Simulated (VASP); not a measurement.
Here is a VASP 6.6.1 calculation.

File INCAR:

```
SYSTEM = CrO2
PREC     = Accurate       ! precision mode
ENCUT    = 520            ! plane-wave cutoff, eV
EDIFF    = 1E-6           ! SCF threshold, eV
ISMEAR   = -1             ! smearing method
SIGMA    = 0.05           ! smearing width, eV
LREAL    = .FALSE.        ! projectors in reciprocal space
LASPH    = .TRUE.         ! aspherical terms in the spheres
NELM     = 150            ! most SCF steps
ALGO     = Normal         ! electronic algorithm
ISIF     = 2              ! what is computed and relaxed
LWAVE    = .FALSE.        ! write WAVECAR
LCHARG   = .FALSE.        ! write CHGCAR
ISPIN    = 2              ! spin polarisation
MAGMOM   = 3 3 0 0 0 0    ! initial moments
LORBIT   = 11             ! projections on sites
LMAXMIX  = 4              ! l up to which the mixer works
GGA      = PE             ! functional
NBANDS   = 37             ! bands
```

File KPOINTS:

```
Automatic mesh
0
G
  6 6 9
  0 0 0
```

Contents of POSCAR:

```
CrO2
1.0
    4.4713430006      0.0000000000      0.0000000000
    0.0000000000      4.4713430006      0.0000000000
    0.0000000000      0.0000000000      2.9951760000
Cr O
2 4
Direct
    0.5000000000      0.0000000000      0.7615495000
    0.0000000000      0.5000000000      0.2384505000
    0.7982930000      0.7017070000      0.7463765000
    0.2017070000      0.2982930000      0.7463765000
    0.2982930000      0.7982930000      0.2536235000
    0.7017070000      0.2017070000      0.2536235000
```

Potentials or basis: VASP PAW PBE potentials, release 64 (Cr_pv, O).

Run with:

```bash
$ cat potpaw_PBE.64/Cr_pv/POTCAR potpaw_PBE.64/O/POTCAR > POTCAR
$ mpirun -np 1 vasp_std > vasp.out
```

(1) Predict the pressure.

(2) Predict the largest force.

## Answers

(1) -8.5 GPa.

(2) 0.602 eV/Å.

Caveat: the stress differs along the axes, from -12 to -7 GPa; the run started ferromagnetic, and an antiferromagnetic order may lie lower in energy.
